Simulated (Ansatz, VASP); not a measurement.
BP: VASP beside Ansatz

INCAR

```
SYSTEM = BP
ALGO     = Normal         ! electronic algorithm
EDIFF    = 1E-6           ! SCF threshold, eV
ENCUT    = 520            ! plane-wave cutoff, eV
GGA      = PS             ! functional
ISIF     = 2              ! what is computed and relaxed
ISMEAR   = 0              ! smearing method
LASPH    = .True.         ! aspherical terms in the spheres
LCHARG   = .False.        ! write CHGCAR
LREAL    = .False.        ! projectors in reciprocal space
LWAVE    = .False.        ! write WAVECAR
NBANDS   = 11             ! bands
NELM     = 60             ! most SCF steps
PREC     = Accurate       ! precision mode
SIGMA    = 0.01           ! smearing width, eV
```

The input KPOINTS:

```
k-points
0
Gamma
  6 6 6
  0 0 0
```

File POSCAR:

```
BP
1.0
    0.0000000000      2.2683156840      2.2683156840
    2.2683156840      0.0000000000      2.2683156840
    2.2683156840      2.2683156840      0.0000000000
B P
1 1
Direct
    0.0000000000      0.0000000000      0.0000000000
    0.2500000000      0.2500000000      0.2500000000
```

Input for Ansatz:

```yaml
crystal:
  lattice:
    - [0.0, 2.268315684, 2.268315684]
    - [2.268315684, 0.0, 2.268315684]
    - [2.268315684, 2.268315684, 0.0]
  atoms:
    - { symbol: B, position: [0.0, 0.0, 0.0] }
    - { symbol: P, position: [0.25, 0.25, 0.25] }
kpoints:
  mp_grid: { grid: [6, 6, 6] }
hamiltonian:
  xc: pbesol
scf:
  occupations: { method: fixed }
  n_extra_bands: 4
output:
  forces: true
  stress: true
  eigenvalues: true
basis:
  ecutwfc: 500
```

Alike in both runs: task single point; functional PBEsol; k mesh 6 × 6 × 6; no spin polarisation.

|  | VASP | Ansatz |
| --- | --- | --- |
| version | VASP 6.6.1 | Ansatz 0.2.0 |
| potentials or method | VASP PAW PBE potentials, release 64 (B, P), cutoff 520 eV | plane waves |
| occupations | gaussian, width 0.01 eV | fixed |
| valence electrons in the cell | 8 | 8 |

```tsv
	VASP	Ansatz	Ansatz less VASP
gap on the k mesh at the Fermi level (eV)	1.22	1.22	+0.003
pressure (GPa)	-1.6	-1.7	-0.11
```

VASP's potentials were made for PBE, not for PBEsol.
